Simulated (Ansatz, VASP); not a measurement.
Two plane-wave programs on Zr

```
Zr
1.0
     0.00000    2.32018    2.32018
     2.32018    0.00000    2.32018
     2.32018    2.32018    0.00000
Zr
1
Direct
  0.00000 0.00000 0.00000
```

Alike in both runs: task single point; functional BLYP; k mesh 13 × 13 × 13; occupations fermi-dirac, width 0.1 eV; no spin polarisation.

```csv
,VASP,Ansatz
version,VASP 6.6.1,Ansatz 0.2.0
potentials or method,"VASP PAW PBE potentials, release 64 (Zr_sv), cutoff 520 eV","plane waves (420 eV) with PAW, scalar-relativistic"
valence electrons in the cell,12,12
```

```tsv
	VASP	Ansatz	Ansatz less VASP
pressure (GPa)	-2.9	-3.0	-0.11
```

VASP's potentials were made for PBE, not for BLYP.
